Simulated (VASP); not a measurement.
# Ti (P6_3/mmc) in VASP: further runs, part 2 of 2

VASP 6.6.1.

### 5 Single point, LDA

INCAR

```
ALGO     = Normal         # electronic algorithm
EDIFF    = 1E-7           # SCF threshold, eV
ENCUT    = 520            # plane-wave cutoff, eV
ISIF     = 2              # what is computed and relaxed
ISMEAR   = -1             # smearing method
LASPH    = True           # aspherical terms in the spheres
LCHARG   = False          # write CHGCAR
LREAL    = False          # projectors in reciprocal space
LWAVE    = False          # write WAVECAR
NBANDS   = 19             # bands
NELM     = 60             # most SCF steps
PREC     = Accurate       # precision mode
SIGMA    = 1.0            # smearing width, eV
```

KPOINTS

```
k-points
0
Gamma
  13 13 7
```

POSCAR

```
Ti
1.0
    2.8638698861      0.0000000000      0.0000000000
   -1.4319349430      2.4801840745      0.0000000000
    0.0000000000      0.0000000000      4.5399943151
Ti
2
Direct
    0.3333333333      0.6666666667      0.2500000000
    0.6666666667      0.3333333333      0.7500000000
```

Potentials or basis: VASP PAW LDA potentials, release 64 (Ti_sv).

The run is started by

```sh
$ cat potpaw_LDA.64/Ti_sv/POTCAR > POTCAR
$ mpirun -np 1 vasp_std > vasp.out
```

OUTCAR:

```text
EDIFF = 1E-7
   ENCUT = 520
   ISIF = 2
   ISMEAR = -1
   LASPH = True
   LREAL = False
   NELM = 60
   PREC = Accurate

 ion  position               nearest neighbor table
   1  0.333  0.667  0.250-   2 2.81   2 2.81   2 2.81   2 2.81   2 2.81   2 2.81
   2  0.667  0.333  0.750-   1 2.81   1 2.81   1 2.81   1 2.81   1 2.81   1 2.81

  LATTYP: Found a hexagonal cell.
 ALAT       =     2.8638698861
 C/A-ratio  =     1.5852655657

  Lattice vectors:

 A1 = (   2.8638698861,   0.0000000000,   0.0000000000)
 A2 = (  -1.4319349430,   2.4801840745,   0.0000000000)
 A3 = (   0.0000000000,   0.0000000000,   4.5399943151)

Analysis of symmetry for initial positions (statically):
=====================================================================
 Subroutine PRICEL returns:
 Original cell was already a primitive cell.

 Routine SETGRP: Setting up the symmetry group for a
 hexagonal supercell.

 Subroutine GETGRP returns: Found 24 space group operations
 (whereof 12 operations were pure point group operations)
 out of a pool of 24 trial point group operations.

The static configuration has the point symmetry D_3d.
 The point group associated with its full space group is D_6h.

Analysis of symmetry for dynamics (positions and initial velocities):
=====================================================================
 Subroutine PRICEL returns:
 Original cell was already a primitive cell.

 Routine SETGRP: Setting up the symmetry group for a
 hexagonal supercell.

 Subroutine GETGRP returns: Found 24 space group operations
 (whereof 12 operations were pure point group operations)
 out of a pool of 24 trial point group operations.

The dynamic configuration has the point symmetry D_3d.
 The point group associated with its full space group is D_6h.

 Subroutine INISYM returns: Found 24 space group operations
 (whereof 12 operations are pure point group operations),
 and found     1 'primitive' translations

----------------------------------------------------------------------------------------

                                     Primitive cell

  volume of cell :      32.2472

  direct lattice vectors                    reciprocal lattice vectors
     2.863869886  0.000000000  0.000000000     0.349177875  0.201597940  0.000000000
    -1.431934943  2.480184074  0.000000000     0.000000000  0.403195880  0.000000000
     0.000000000  0.000000000  4.539994315     0.000000000  0.000000000  0.220264593

  length of vectors
     2.863869886  2.863869886  4.539994315     0.403195880  0.403195880  0.220264593

  position of ions in fractional coordinates (direct lattice)
     0.333333333  0.666666667  0.250000000
     0.666666667  0.333333333  0.750000000

  ion indices of the primitive-cell ions
   primitive index   ion index
                 1           1
                 2           2

----------------------------------------------------------------------------------------

 KPOINTS: k-points

Automatic generation of k-mesh.
 Grid dimensions read from file:
 generate k-points for:   13   13    7

 Generating k-lattice:

  Cartesian coordinates                     Fractional coordinates (reciprocal lattice)
     0.026859837  0.015507534  0.000000000     0.076923077  0.000000000  0.000000000
     0.000000000  0.031015068  0.000000000     0.000000000  0.076923077  0.000000000
     0.000000000  0.000000000  0.031466370     0.000000000  0.000000000  0.142857143

  Length of vectors
     0.031015068  0.031015068  0.031466370

  Shift w.r.t. Gamma in fractional coordinates (k-lattice)
     0.000000000  0.000000000  0.000000000

 Subroutine IBZKPT returns following result:
 ===========================================

 Found     84 irreducible k-points:

 Following reciprocal coordinates:
            Coordinates               Weight
  0.000000  0.000000  0.000000      1.000000
  0.076923  0.000000  0.000000      6.000000
  0.153846 -0.000000  0.000000      6.000000
  0.230769 -0.000000  0.000000      6.000000
  0.307692 -0.000000  0.000000      6.000000
  0.384615 -0.000000  0.000000      6.000000
[... 16 lines left out ...]
  0.076923  0.000000  0.142857     12.000000
  0.153846 -0.000000  0.142857     12.000000
 [... further k-points ...]
   k-points           NKPTS =     84   k-points in BZ     NKDIM =     84   number of bands    NBANDS=     19
   number of dos      NEDOS =    301   number of ions     NIONS =      2
   total plane-waves  NPLWV =  20736
   dimension x,y,z NGX =    24 NGY =   24 NGZ =   36
   dimension x,y,z NGXF=    48 NGYF=   48 NGZF=   72
   ions per type =               2
   NGX,Y,Z   is equivalent  to a cutoff of  13.93, 13.93, 13.18 a.u.
   NGXF,Y,Z  is equivalent  to a cutoff of  27.86, 27.86, 26.37 a.u.
 SYSTEM =  unknown system
   PREC   = accura    normal or accurate (medium, high low for compatibility)
   ISTART =      0    job   : 0-new  1-cont  2-samecut
   ICHARG =      2    charge: 1-file 2-atom 10-const
   ISPIN  =      1    spin polarized calculation?
   LNONCOLLINEAR =      F non collinear calculations
   LSORBIT =      F    spin-orbit coupling
   LASPH  =      T    aspherical Exc in radial PAW
   ENCUT  =  520.0 eV  38.22 Ry    6.18 a.u.   5.32  5.32  8.44*2*pi/ulx,y,z
   NELM   =     60;   NELMIN=  2; NELMDL= -5     # of ELM steps
   EDIFF  = 0.1E-06   stopping-criterion for ELM
   LREAL  =      F    real-space projection
   EDIFFG = 0.1E-05   stopping-criterion for IOM
   NSW    =      0    number of steps for IOM
   IBRION =     -1    ionic relax: 0-MD 1-quasi-New 2-CG
   NFREE  =      0    steps in history (QN), initial steepest desc. (CG)
   ISIF   =      2    stress and relaxation
   ISYM   =      2    0-nonsym 1-usesym 2-fastsym
   POTIM  = 0.5000    time-step for ionic-motion
   TEBEG  =    0.0;   TEEND  =   0.0 temperature during run
   PSTRESS=    0.0 pullay stress
   NELECT =      24.0000    total number of electrons
   NUPDOWN=      -1.0000    fix difference up-down
   EMIN   =  10.00;   EMAX   =-10.00  energy-range for DOS
   EFERMI =   0.00;   METHOD = LEGACY
   ISMEAR =    -1;   SIGMA  =   1.00  broadening in eV -4-tet -1-fermi 0-gaus
   EFERMI_NEDOS =   21; number of points for ismear=-14 and -15
   IALGO  =     38    algorithm
   IMIX   =      4    mixing-type and parameters
     AMIX     =   0.40;   BMIX     =  1.00
     AMIX_MAG =   1.60;   BMIX_MAG =  1.00
  volume/ion in A,a.u.               =      16.12       108.81
  Fermi-wavevector in a.u.,A,eV,Ry     =   1.483592  2.803582 29.947028  2.201044
  Thomas-Fermi vector in A             =   2.597234
   LORBIT       =      0    0 simple, 1 ext, 2 COOP (PROOUT), +10 PAW based schemes
   GGA     = CA    functional components
   LHFCALC =     F    Hartree Fock is set to
   AEXX    =    0.0000 exact exchange contribution
   IVDW    =     0    specifies the selected vdW correction
   LEPSILON=     F    determine dielectric tensor
   LRPA    =     F    only Hartree local field effects (RPA)
 non-spin polarized calculation
  energy-cutoff  :      520.00
  volume of cell :       32.25
 maximum number of plane-waves:       883
 NGX is ok and might be reduce to    24
   NGX = 11   NGY = 11   NGZ = 17

 number of electron      24.0000004 magnetization

 Free energy of the ion-electron system (eV)
  ---------------------------------------------------
  ext. energy  EPLUGINS =         0.00000000
  ---------------------------------------------------
  free energy    TOTEN  =       -21.51443237 eV

  energy without entropy =      -13.37938094  energy(sigma->0) =      -17.44690665

 E-fermi :   8.8836     XC(G=0): -12.0990

 val. band max:        8.8497332790   @ k =   0.3846   0.2308   0.4286
 cond. band min:       8.8840471551   @ k =   0.1538   0.0769   0.1429
 fundamental gap:      0.0343138761
 Fermi energy:         8.8836432356

 k-point     1 :       0.0000    0.0000    0.0000
  band No.  band energies     occupation
      1     -46.5775      2.00000
      2     -46.3769      2.00000
      3     -23.6645      2.00000
      4     -22.8754      2.00000
      5     -22.8754      2.00000
      6     -22.7424      2.00000
[... 11 lines left out ...]
     18      11.0307      0.20922
     19      12.7910      0.03940
[... 485 lines left out ...]
 k-point    24 :       0.1538   -0.0000    0.1429
  band No.  band energies     occupation
      1     -46.5359      2.00000
      2     -46.3734      2.00000
      3     -23.5603      2.00000
      4     -23.0035      2.00000
      5     -22.9148      2.00000
      6     -22.9126      2.00000
[... 11 lines left out ...]
     18      11.2113      0.17771
     19      12.9549      0.03354

 [... further k-points ...]

------------------------ aborting loop because EDIFF is reached ----------------------------------------

  FORCE on cell =-STRESS in cart. coord.  units (eV):
  Direction    XX          YY          ZZ          XY          YZ          ZX
  --------------------------------------------------------------------------------------
  -------------------------------------------------------------------------------------
  Total        3.3495617      3.3495617      4.0756606      0.0000000      0.0000000     -0.0000000
  in kB      166.4202066    166.4202066    202.4958309      0.0000000      0.0000000     -0.0000000
  external PRESSURE =     178.4454147 kB  Pullay stress =       0.0000000 kB

 VOLUME and BASIS-vectors are now :
 -----------------------------------------------------------------------------
  energy-cutoff  :      520.00
  volume of cell :       32.25
      direct lattice vectors                 reciprocal lattice vectors
     2.863869886  0.000000000  0.000000000     0.349177875  0.201597940  0.000000000
    -1.431934943  2.480184074  0.000000000     0.000000000  0.403195880  0.000000000
     0.000000000  0.000000000  4.539994315     0.000000000  0.000000000  0.220264593

 POSITION                                       TOTAL-FORCE (eV/Angst)
 -----------------------------------------------------------------------------------
     -0.00000      1.65346      1.13500         0.000000      0.000000      0.000000
      1.43193      0.82673      3.40500        -0.000000     -0.000000      0.000000
 -----------------------------------------------------------------------------------
    total drift:                               -0.000000      0.000000     -0.000000

  FREE ENERGIE OF THE ION-ELECTRON SYSTEM (eV)
  ---------------------------------------------------
  free  energy   TOTEN  =       -21.5144323676 eV

  energy  without entropy=      -13.3793809360  energy(sigma->0) =      -17.44690665
```

Wall time 32 s (1 thread of Intel Xeon Platinum 8488C (Sapphire Rapids), shared host); peak memory 0.16 GiB.

Results:

| Item | Value |
| --- | --- |
| Free energy | -21.5144 eV |
| Pressure | 17.8 GPa |
| Band gap on the k mesh | zero (bands 12 and 13 overlap by 1.20 eV) |

Caveat: the cell stands under pressure; so wide a smearing shifts energies and pressures.

### 6 Single point, LDA

INCAR

```
  ALGO = Normal
  EDIFF = 1E-6
  ENCUT = 520
  GGA = CA
  ISIF = 2
  ISMEAR = 0
  LASPH = True
  LCHARG = False
  LREAL = False
  LWAVE = False
  NBANDS = 19
  NELM = 80
  PREC = Accurate
  SIGMA = 0.01
```

KPOINTS is that of step 5.

POSCAR is that of step 5.

Potentials or basis: VASP PAW LDA potentials, release 64 (Ti_sv).

The run is started by

```sh
$ cat potpaw_LDA.64/Ti_sv/POTCAR > POTCAR
$ mpirun -np 1 vasp_std > vasp.out
```

It took 30 s on 1 thread of Intel Xeon Platinum 8488C (Sapphire Rapids), shared host; peak memory 0.16 GiB.

It converged, with:

* Free energy: -17.0977 eV
* Pressure: -0.3 GPa
* Band gap on the k mesh: zero (bands 12 and 13 overlap by 1.10 eV)

Stress tensor (GPa, compression positive):
```
-0.57  0.00  0.00
 0.00 -0.57  0.00
 0.00  0.00  0.09
```

Levels at points of the mesh, in eV from the Fermi level:
| k point | band 8 | band 9 | band 10 | band 11 | band 12 | band 13 | band 14 | band 15 | band 16 | band 17 |
| --- | --- | --- | --- | --- | --- | --- | --- | --- | --- | --- |
| (0.00, 0.00, 0.00) | -32.20 | -6.33 | -2.91 | 0.74 | 0.74 | 0.87 | 1.05 | 1.30 | 1.30 | 1.67 |

### 7 The runs side by side

| smearing | gap on the mesh (eV) | pressure (GPa) |
| --- | --- | --- |
| fermi-dirac 0.2 eV | none | 0.6 |
| fermi-dirac 0.3 eV | none | 1.9 |
| fermi-dirac 0.6 eV | none | 8.1 |
| fermi-dirac 1 eV | none | 17.8 |
| gaussian 0.01 eV | none | -0.3 |

Alike in all rows: task single point; level LDA; potentials or basis VASP PAW LDA potentials, release 64 (Ti_sv); no spin polarisation; cell as given; k mesh 13 × 13 × 7; cutoff (eV) 520.

Caveats: so wide a smearing shifts energies and pressures (at least some runs); the cell stands under pressure (at least some runs).

Absolute energies hang on the potentials; compare differences alone.
